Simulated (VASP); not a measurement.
**Zr: single point with PBEsol**

The system is Zr.

```xyz
2
Lattice="3.2320 0.0000 0.0000 -1.6160 2.7990 0.0000 0.0000 0.0000 5.1470" Properties=species:S:1:pos:R:3 pbc="T T T"
Zr    0.0000    1.7160    1.1368
Zr    1.6160    0.9330    3.8603
```

This cell differs from its parent crystal: atom 1 (Zr) moved by (-0.150, -0.150) A along y and z.

| Property | Result |
| --- | --- |
| Program | VASP 6.6.1 |
| Task | single point |
| Functional | PBEsol |
| Potentials or basis | VASP PAW PBE potentials, release 64 (Zr_sv) |
| Cutoff | 520 eV |
| k mesh | 18 × 18 × 10 |
| Occupations | gaussian, width 0.15 eV |
| Spin | no spin polarisation |
| Dipole correction | no |
| Further INCAR settings | ALGO = Fast; EDIFF = 1e-07; NBANDS = 19 |

```
Pressure               : -2.5 GPa
Largest force          : 0.671 eV/Å
Band gap on the k mesh : zero (bands 12 and 13 overlap by 1.16 eV)
```

Forces on the atoms (eV/Å):
```
Zr   0.000  0.105  0.663
Zr   0.000 -0.105 -0.663
```

Stress tensor (GPa, compression positive):
```
-2.11  0.00  0.00
 0.00 -3.91  0.10
 0.00  0.10 -1.55
```

Levels at points of the mesh, in eV from the Fermi level:
```
           k point  band 8  band 9  band 10  band 11  band 12  band 13  band 14  band 15  band 16  band 17
(0.00, 0.00, 0.00)  -26.23   -5.64    -3.05     0.65     0.75     0.93     1.33     1.45     1.68     2.06
(0.50, 0.00, 0.00)  -26.35   -2.59    -2.41    -1.96    -0.23     0.54     0.60     1.41     4.86     5.13
(0.00, 0.50, 0.00)  -26.34   -2.66    -2.66    -2.31    -0.07     0.40     1.26     1.75     5.03     5.15
(0.00, 0.00, 0.50)  -26.28   -3.99    -3.89    -0.47     0.59     0.68     0.76     0.78     0.84     3.55
(0.50, 0.00, 0.50)  -26.40   -2.97    -2.84    -1.29    -0.82     1.66     1.67     1.99     2.68     4.93
(0.00, 0.50, 0.50)  -26.43   -2.84    -2.69    -1.33    -0.86     1.54     1.73     1.75     2.61     4.80
```

It took 13 min on 1 thread of Intel(R) Xeon(R) Platinum 8488C (Sapphire Rapids), on a shared host, peak memory 0.66 GiB.

Caveat: the cell differs from its parent crystal (atom 1 (Zr) moved by (-0.150, -0.150) A along y and z); the PAW data sets were made with another functional, which shifts forces and pressure a little.
